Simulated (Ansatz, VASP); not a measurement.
# Rh: VASP beside Ansatz

INCAR

```
PREC = Accurate ; ENCUT = 520
EDIFF = 1E-7 ; ISMEAR = 0
SIGMA = 0.15 ; LREAL = F
LASPH = T ; NELM = 80
ALGO = Fast ; ISIF = 2
LWAVE = F ; LCHARG = F
GGA = PS ; NBANDS = 14
```

KPOINTS

```
Automatic mesh
0
Gamma
  22 22 22
```

File POSCAR:

```
Rh
1.0
    0.0000000000      1.9015500000      1.9015500000
    1.8635190000      0.0000000000      1.9015500000
    1.8635190000      1.9015500000      0.0000000000
Rh
1
Direct
    0.0000000000      0.0000000000      0.0000000000
```

Input for Ansatz:

```yaml
crystal:
  lattice:
    - [0.0, 1.90155, 1.90155]
    - [1.863519, 0.0, 1.90155]
    - [1.863519, 1.90155, 0.0]
  atoms:
    - { symbol: Rh, position: [0.0, 0.0, 0.0] }
basis:
  ecutwfc: 420
kpoints:
  mp_grid: { grid: [22, 22, 22] }
hamiltonian:
  xc: pbesol
scf:
  occupations: { method: gaussian, width: 0.15 }
output:
  forces: true
  stress: true
  eigenvalues: true
```

Change from the starting cell: strain -0.0200 x Voigt [1, 0, 0, 0, 0, 0], atoms carried along.

Alike in both runs: task single point; functional PBEsol; k mesh 22 × 22 × 22; occupations gaussian, width 0.15 eV; no spin polarisation.

|  | VASP | Ansatz |
| --- | --- | --- |
| version | VASP 6.6.1 | Ansatz 0.2.0 |
| potentials or method | VASP PAW PBE potentials, release 64 (Rh_pv), cutoff 520 eV | scalar-relativistic, plane waves, PAW |
| valence electrons in the cell | 15 | 17 |

Ansatz gave:

```
gap on the k mesh at the Fermi level (eV)                     : none
pressure (GPa)                                                : 0.7
traceless stress, the component that is largest in VASP (GPa) : 3.47
```

Problem. Estimate VASP's values.

Solution. gap on the k mesh at the Fermi level (eV): none; pressure (GPa): 0.6; traceless stress, the component that is largest in VASP (GPa): 3.46.

VASP's potentials were made for PBE, not for PBEsol. A gap of «none» marks a metal or a gap that the smearing closes. VASP's potentials hold 15 valence electrons a cell and Ansatz's 17, so a difference there can come from the potentials and not from the codes.
